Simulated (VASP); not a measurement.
# HfTi2Si2 (P-3m1) in VASP: further runs, part 2 of 2

VASP 6.6.1. Earlier steps stand in the parts before.

### Step 4. Relaxation of cell and atoms, PBE

INCAR

```
SYSTEM = HfTi2Si2
PREC = Accurate ; ENCUT = 600
EDIFF = 1E-6 ; ISMEAR = 0
SIGMA = 0.1 ; LREAL = .False.
LASPH = .True. ; NELM = 80
ALGO = Normal ; ISIF = 3
LWAVE = .False. ; LCHARG = .False.
GGA = PE ; IBRION = 2
NSW = 90 ; EDIFFG = -0.04
```

KPOINTS

```
Automatic mesh
0
Gamma
  6 6 4
  0 0 0
```

POSCAR

```
HfTi2Si2
1.0
    3.6307641200      0.0000000000      0.0000000000
   -1.8153820600      3.1443339600      0.0000000000
    0.0000000000      0.0000000000      6.0262738400
Hf Ti Si
1 2 2
Direct
    0.0000000000      0.0000000000      0.0000000000
    0.6666666700      0.3333333300      0.3910000000
    0.3333333300      0.6666666700      0.6090000000
    0.3333333300      0.6666666700      0.2490000000
    0.6666666700      0.3333333300      0.7510000000
```

Potentials or basis: VASP PAW PBE potentials, release 64 (Hf_pv, Ti_sv, Si).

Command:

```
> cat potpaw_PBE.64/Hf_pv/POTCAR potpaw_PBE.64/Ti_sv/POTCAR potpaw_PBE.64/Si/POTCAR > POTCAR
> mpirun -np 1 vasp_std > vasp.out
```

OUTCAR:

```text
SYSTEM = HfTi2Si2
   PREC = Accurate
   ENCUT = 600
   EDIFF = 1E-6
   ISMEAR = 0
   LREAL = .False.
   LASPH = .True.
   NELM = 80
   ISIF = 3
   GGA = PE
   IBRION = 2
   NSW = 90
   EDIFFG = -0.04

 ion  position               nearest neighbor table
   1  0.000  0.000  0.000-   4 2.58   5 2.58   4 2.58   5 2.58   5 2.58   4 2.58   2 3.15   3 3.15
                             3 3.15   2 3.15   3 3.15   2 3.15
   2  0.667  0.333  0.391-   5 2.17   4 2.26   4 2.26   4 2.26   3 2.47   3 2.47   3 2.47   1 3.15
                             1 3.15   1 3.15
   3  0.333  0.667  0.609-   4 2.17   5 2.26   5 2.26   5 2.26   2 2.47   2 2.47   2 2.47   1 3.15
                             1 3.15   1 3.15
   4  0.333  0.667  0.249-   3 2.17   2 2.26   2 2.26   2 2.26   1 2.58   1 2.58   1 2.58
   5  0.667  0.333  0.751-   2 2.17   3 2.26   3 2.26   3 2.26   1 2.58   1 2.58   1 2.58

  LATTYP: Found a hexagonal cell.
 ALAT       =     3.6307641200
 C/A-ratio  =     1.6597811482

  Lattice vectors:

 A1 = (   3.6307641200,   0.0000000000,   0.0000000000)
 A2 = (  -1.8153820600,   3.1443339600,   0.0000000000)
 A3 = (   0.0000000000,   0.0000000000,   6.0262738400)

Analysis of symmetry for initial positions (statically):
=====================================================================
 Subroutine PRICEL returns:
 Original cell was already a primitive cell.

 Routine SETGRP: Setting up the symmetry group for a
 hexagonal supercell.

 Subroutine GETGRP returns: Found 12 space group operations
 (whereof 12 operations were pure point group operations)
 out of a pool of 24 trial point group operations.

The static configuration has the point symmetry D_3d.

Analysis of symmetry for dynamics (positions and initial velocities):
=====================================================================
 Subroutine PRICEL returns:
 Original cell was already a primitive cell.

 Routine SETGRP: Setting up the symmetry group for a
 hexagonal supercell.

 Subroutine GETGRP returns: Found 12 space group operations
 (whereof 12 operations were pure point group operations)
 out of a pool of 24 trial point group operations.
[... 147 lines left out ...]

 number of electron      42.0000001 magnetization

 Free energy of the ion-electron system (eV)
  ---------------------------------------------------
  ext. energy  EPLUGINS =         0.00000000
  ---------------------------------------------------
  free energy    TOTEN  =       -33.23614067 eV

  energy without entropy =      -33.20490530  energy(sigma->0) =      -33.22052299

------------------------ aborting loop because EDIFF is reached ----------------------------------------

  FORCE on cell =-STRESS in cart. coord.  units (eV):
  Direction    XX          YY          ZZ          XY          YZ          ZX
  --------------------------------------------------------------------------------------
  -------------------------------------------------------------------------------------
  Total       23.3063283     23.3063283     38.3894131      0.0000000      0.0000000      0.0000000
  in kB      542.7613056    542.7613045    894.0184691      0.0000000      0.0000000      0.0000000
  external PRESSURE =     659.8470264 kB  Pullay stress =       0.0000000 kB
[... 26 lines left out ...]
--------------------------------------- Ionic step        2  -------------------------------------------

 number of electron      42.0000008 magnetization

 E-fermi :   3.5268     XC(G=0):  -9.1219

 val. band max:        3.4978760445   @ k =   0.3333   0.1667   0.0000
 cond. band min:       3.5314446688   @ k =   0.0000   0.1667   0.2500
 fundamental gap:      0.0335686243
 Fermi energy:         3.5268467315

 k-point     1 :       0.0000    0.0000    0.0000
  band No.  band energies     occupation
      1     -54.1888      2.00000
      2     -54.1852      2.00000
      3     -30.4344      2.00000
      4     -30.4210      2.00000
      5     -30.4210      2.00000
      6     -30.4119      2.00000
[... 732 lines left out ...]
  FREE ENERGIE OF THE ION-ELECTRON SYSTEM (eV)
  ---------------------------------------------------
  free  energy   TOTEN  =       -38.3648923762 eV

  energy  without entropy=      -38.3412849461  energy(sigma->0) =      -38.35308866

[... ionic steps 4 to 8 ...]

--------------------------------------- Ionic step        9  -------------------------------------------

 number of electron      42.0000006 magnetization

------------------------ aborting loop because EDIFF is reached ----------------------------------------
[... 73 lines left out ...]
--------------------------------------- Ionic step       11  -------------------------------------------

 number of electron      42.0000004 magnetization

 Free energy of the ion-electron system (eV)
  ---------------------------------------------------
  ext. energy  EPLUGINS =         0.00000000
  ---------------------------------------------------
  free energy    TOTEN  =       -38.44477395 eV

  energy without entropy =      -38.42440927  energy(sigma->0) =      -38.43459161

 E-fermi :   6.8271     XC(G=0): -10.9424

 val. band max:        6.7737352376   @ k =   0.3333   0.1667   0.2500
 cond. band min:       6.8368503711   @ k =   0.3333   0.3333   0.5000
 fundamental gap:      0.0631151335
 Fermi energy:         6.8270515609

 k-point     1 :       0.0000    0.0000    0.0000
  band No.  band energies     occupation
      1     -49.9291      2.00000
      2     -49.8640      2.00000
      3     -26.2558      2.00000
      4     -26.2558      2.00000
      5     -26.2057      2.00000
      6     -26.1278      2.00000
[... 693 lines left out ...]
  FREE ENERGIE OF THE ION-ELECTRON SYSTEM (eV)
  ---------------------------------------------------
  free  energy   TOTEN  =       -38.4447739492 eV

  energy  without entropy=      -38.4244092663  energy(sigma->0) =      -38.43459161

 reached required accuracy - stopping structural energy minimisation
```

OSZICAR:

```text
N       E                     dE             d eps       ncg     rms          rms(c)
DAV:   1     0.473056273944E+03    0.47306E+03   -0.23338E+04  1200   0.208E+03
DAV:   2     0.202334007953E+02   -0.45282E+03   -0.44821E+03  1201   0.564E+02
DAV:   3    -0.321546418274E+02   -0.52388E+02   -0.51638E+02  2200   0.152E+02
DAV:   4    -0.363905749987E+02   -0.42359E+01   -0.42164E+01  1616   0.384E+01
[... 126 lines left out ...]
DAV:   3    -0.384449348813E+02    0.41562E-03   -0.24493E-03  1891   0.289E-01    0.106E-01
DAV:   4    -0.384447975685E+02    0.13731E-03   -0.12602E-03  1967   0.214E-01    0.537E-02
DAV:   5    -0.384447751796E+02    0.22389E-04   -0.30084E-04  1676   0.108E-01    0.204E-02
DAV:   6    -0.384447742190E+02    0.96057E-06   -0.17607E-05  1631   0.269E-02    0.984E-03
DAV:   7    -0.384447739492E+02    0.26982E-06   -0.29981E-06  1356   0.103E-02
  11 F= -.38444774E+02 E0= -.38434592E+02  d E =-.505047E-03
```

CONTCAR:

```text
HfTi2Si2
   1.00000000000000
     3.9161880703659850    0.0000000000000000    0.0000000000000000
    -1.9580940351829925    3.3915183511545313    0.0000000000000000
    -0.0000000000000000   -0.0000000000000000    6.8778933183561630
  Hf              Ti              Si
     1     2     2
Direct
     0.0000000000000000    0.0000000000000000    1.0000000000000000
     0.6666666699999979    0.3333333300000021    0.3691156120449488
     0.3333333300000021    0.6666666699999979    0.6308843879550512
     0.3333333300000021    0.6666666699999979    0.2180836076216179
     0.6666666699999979    0.3333333300000021    0.7819163923783822

  0.00000000E+00  0.00000000E+00  0.00000000E+00
  0.00000000E+00  0.00000000E+00  0.00000000E+00
  0.00000000E+00  0.00000000E+00  0.00000000E+00
  0.00000000E+00  0.00000000E+00  0.00000000E+00
  0.00000000E+00  0.00000000E+00  0.00000000E+00
```

Wall time 5.5 min (1 thread of Intel Xeon Platinum 8488C (Sapphire Rapids), shared host); peak memory 0.24 GiB.

Results:

| Item | Value |
| --- | --- |
| Free energy | -38.4448 eV |
| Relaxed volume | 18.27 Å³/atom |
| Relaxed cell | a = 3.916 Å, b = 3.916 Å, c = 6.878 Å, α = 90.00°, β = 90.00°, γ = 120.00° |
| Space group after relaxing (to 0.1 Å) | P-3m1 (No. 164) |
| Energy gained by relaxing | 1041.7 meV/atom |
| Ionic steps | 11 |
| Pressure after relaxing | 0.1 GPa |
| Largest force after relaxing | 0.029 eV/Å |
| Band gap on the k mesh | zero (bands 21 and 22 overlap by 0.81 eV) |

Forces on the atoms (eV/Å):
```
Hf   0.000  0.000  0.000
Ti   0.000  0.000  0.029
Ti   0.000  0.000 -0.029
Si   0.000  0.000 -0.008
Si   0.000  0.000  0.008
```

The path:
```tsv
step	energy change (eV)	largest force (eV/Å)	pressure (GPa)	volume (Å³)
1	0.0000	6.1964	65.98	68.80
2	-0.4843	0.5386	-20.27	141.45
3	-5.1288	0.2599	-4.85	95.85
4	-5.1810	0.2305	-2.42	93.65
5	-5.1951	0.3305	-0.13	91.79
6	-5.1942	0.3012	-0.76	92.29
7	-5.2043	0.1397	-0.51	91.95
8	-5.2075	0.0157	-0.23	91.63
9	-5.2081	0.0316	0.22	91.26
10	-5.2081	0.0312	0.22	91.27
11	-5.2086	0.0294	0.08	91.35
```

Final structure:
```
Hf Ti Si
1.0
     3.91619    0.00000    0.00000
    -1.95809    3.39152    0.00000
     0.00000    0.00000    6.87789
Hf Ti Si
1 2 2
Direct
  0.00000 0.00000 0.00000
  0.66667 0.33333 0.36912
  0.33333 0.66667 0.63088
  0.33333 0.66667 0.21808
  0.66667 0.33333 0.78192
```

Caveat: the volume moved by over 15 % at a fixed basis, so the end points are rough; spin-orbit coupling is left out, which moves the levels of the heavy elements.

### Step 5. Overview

```csv
task,cell,cutoff (eV),gap on the mesh (eV),pressure (GPa),largest force (eV/Å)
single point,"a = 3.631, b = 3.631, c = 6.026 Å, angles 90.0, 90.0, 120.0°, 5 atoms, atomic positions A",520,none,66.0,6.20
single point,"a = 3.916, b = 3.916, c = 6.904 Å, angles 90.0, 90.0, 120.0°, 5 atoms, atomic positions B",520,none,-0.4,0.03
relaxation of cell and atoms,"relaxed from a = 3.631, b = 3.631, c = 6.026 Å, angles 90.0, 90.0, 120.0°, 5 atoms, atomic positions A",600,none,0.1,0.03
```

Alike in all rows: level PBE; potentials or basis VASP PAW PBE potentials, release 64 (Hf_pv, Ti_sv, Si); no spin polarisation; k mesh 6 × 6 × 4; smearing gaussian 0.1 eV.

Caveats: spin-orbit coupling is left out, which moves the levels of the heavy elements; the stress differs along the axes, from 54 to 89 GPa (at least some runs); forces of over 1 eV/Å act on the atoms, so gaps and moduli don't describe the material at rest (at least some runs); the volume moved by over 15 % at a fixed basis, so the end points are rough (at least some runs).

Total energies depend on the potentials used, so only differences within one code and one set of settings carry meaning.

The gap in the log of VASP goes by the Fermi energy; the results here count the filled bands.